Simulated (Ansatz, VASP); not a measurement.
One calculation of BaS, two programs

The input POSCAR:

```
BaS
1.0
    0.0000000000      2.9382500000      3.1937500000
    2.9382500000      0.0000000000      3.1937500000
    2.9382500000      2.9382500000      0.0000000000
Ba S
1 1
Direct
    0.0000000000      0.0000000000      0.0000000000
    0.5000000000      0.5000000000      0.5000000000
```

The input INCAR.step1:

```
PREC = Accurate ; ENCUT = 520
ISMEAR = 0 ; SIGMA = 0.05
LREAL = F ; LASPH = T
NELM = 100 ; NBANDS = 15
GGA = PE ; ALGO = Normal
EDIFF = 1E-4 ; LWAVE = T
LCHARG = F
```

INCAR.step2

```
PREC = Accurate ; ENCUT = 520
EDIFF = 1E-6 ; ISMEAR = 0
SIGMA = 0.05 ; LREAL = F
LASPH = T ; NELM = 100
ALGO = Normal ; ISIF = 2
LWAVE = F ; LCHARG = T
METAGGA = R2SCAN ; LMIXTAU = T
LELF = T ; LVHAR = T
NBANDS = 15 ; ISTART = 1
```

KPOINTS

```
Automatic mesh
0
Gamma
  6 6 6
```

Input for Ansatz:

```yaml
crystal:
  lattice:
    - [0.0, 2.93825, 3.19375]
    - [2.93825, 0.0, 3.19375]
    - [2.93825, 2.93825, 0.0]
  atoms:
    - { symbol: Ba, position: [0.0, 0.0, 0.0] }
    - { symbol: S, position: [0.5, 0.5, 0.5] }
basis:
  ecutwfc: 500
kpoints:
  mp_grid: { grid: [6, 6, 6] }
hamiltonian:
  xc: r2scan
scf:
  occupations: { method: gaussian, width: 0.05 }
output:
  forces: true
  stress: true
  eigenvalues: true
```

Change from the starting cell: strain -0.080 along x and y, +0.000 along z, atoms carried along.

Alike in both runs: task single point; functional r2SCAN; k mesh 6 × 6 × 6; occupations gaussian, width 0.05 eV; no spin polarisation.

```csv
,VASP,Ansatz
version,VASP 6.6.1,Ansatz 0.2.0
potentials or method,"VASP PAW PBE potentials, release 64 (Ba_sv, S), cutoff 520 eV","scalar-relativistic, plane waves, PAW"
valence electrons in the cell,16,16
```

Ansatz gave:

- gap on the k mesh at the Fermi level (eV): 1.90
- least direct gap on the mesh (eV): 1.90
- pressure (GPa): 13.6
- traceless stress, the component that is largest in VASP (GPa): -9.44

Problem. What did VASP give for the same quantities?

Solution. gap on the k mesh at the Fermi level (eV): 1.81; least direct gap on the mesh (eV): 1.81; pressure (GPa): 14.8; traceless stress, the component that is largest in VASP (GPa): -10.13.

VASP's potentials were made for PBE, not for r2SCAN. The functional is the same, so the differences come from potentials, cutoffs and numerics.

Neither program's run includes spin-orbit coupling.
